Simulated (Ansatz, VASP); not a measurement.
# One calculation of CdS, two programs

```
Cd S
1.0
     0.00000    2.91228    2.91228
     2.91228    0.00000    2.91228
     2.91228    2.91228    0.00000
Cd S
1 1
Cartesian
  0.0000 0.0000 0.0000
  4.3684 4.3684 4.3684
```

Alike in both runs: task single point; functional PBEsol; k mesh 6 × 6 × 6; no spin polarisation.

|  | VASP | Ansatz |
| --- | --- | --- |
| version | VASP 6.6.1 | Ansatz 0.2.0 |
| potentials or method | VASP PAW PBE potentials, release 64 (Cd, S), cutoff 520 eV | all-electron LAPW, scalar-relativistic |
| occupations | gaussian, width 0.01 eV | fixed |

Ansatz gave:

* gap on the k mesh at the Fermi level (eV): 1.01
* pressure (GPa): 0.0

Estimate VASP's values.

gap on the k mesh at the Fermi level (eV): 1.02; pressure (GPa): 0.4.

VASP's potentials were made for PBE, not for PBEsol. Ansatz ran all-electron here, and VASP with PAW potentials.
